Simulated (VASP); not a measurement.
Wanted: the native input for a VASP 6.6.1 run.

| Item | Value |
| --- | --- |
| Task | density of states |
| Functional | LDA |
| Potentials or basis | VASP PAW LDA potentials, release 64 (Mg, F) |
| Cutoff | 520 eV |
| k mesh | 6 × 6 × 8 |
| Occupations | gaussian, width 0.02 eV |
| Spin | no spin polarisation |
| Dipole correction | no |
| k mesh for the DOS | 9 × 9 × 12 |
| Occupations for the DOS | tetrahedron |
| Further INCAR settings | ALGO = Normal; EDIFF = 1e-06 |

MgF2:

```
Mg F
1.0
     4.69760    0.00000    0.00000
     0.00000    4.69760    0.00000
     0.00000    0.00000    3.09307
Mg F
2 4
Direct
  0.00000 0.00000 0.00000
  0.50000 0.50000 0.50000
  0.30356 0.30356 0.00000
  0.19644 0.80356 0.50000
  0.69644 0.69644 0.00000
  0.80356 0.19644 0.50000
```

One way to write it, as run:

POSCAR

```
MgF2
1.0
    4.6975999886      0.0000000000      0.0000000000
    0.0000000000      4.6975999886      0.0000000000
    0.0000000000      0.0000000000      3.0930660367
Mg F
2 4
Direct
    0.0000000000      0.0000000000      0.0000000000
    0.5000000000      0.5000000000      0.5000000000
    0.3035644572      0.3035644572      0.0000000000
    0.1964355428      0.8035644572      0.5000000000
    0.6964355428      0.6964355428      0.0000000000
    0.8035644572      0.1964355428      0.5000000000
```

INCAR.step1

```
PREC = Accurate
ENCUT = 520
EDIFF = 1E-6
ISMEAR = 0
SIGMA = 0.02
LREAL = F
LASPH = T
NELM = 120
ALGO = Normal
ISIF = 2
LWAVE = F
LCHARG = T
GGA = CA
NBANDS = 25
GGA_COMPAT = F
NEDOS = 2001
LORBIT = 11
```

KPOINTS.step1

```
regular mesh
0
Gamma
  6 6 8
```

INCAR.step2

```
PREC = Accurate
ENCUT = 520
EDIFF = 1E-6
ISMEAR = -5
SIGMA = 0.02
LREAL = F
LASPH = T
NELM = 120
ALGO = Normal
ISIF = 2
LWAVE = F
LCHARG = F
GGA = CA
LORBIT = 11
NEDOS = 2001
ICHARG = 11
GGA_COMPAT = F
```

KPOINTS.step2

```
regular mesh
0
Gamma
  9 9 12
```

Potentials or basis: VASP PAW LDA potentials, release 64 (Mg, F).

Launch:

```console
$ cat potpaw_LDA.64/Mg/POTCAR potpaw_LDA.64/F/POTCAR > POTCAR
$ cp INCAR.step1 INCAR
$ cp KPOINTS.step1 KPOINTS
$ mpirun -np 1 vasp_std > vasp.out
$ cp INCAR.step2 INCAR
$ cp KPOINTS.step2 KPOINTS
$ mpirun -np 1 vasp_std > vasp.out
```

Results of the run:

* Valence electrons inside the program's atomic spheres: Mg 0.35; F 6.11

Wall time 81 s on 1 thread of Intel(R) Xeon(R) Platinum 8259CL CPU @ 2.50GHz (Skylake/Cascade Lake) (shared host), peak memory 0.23 GiB.
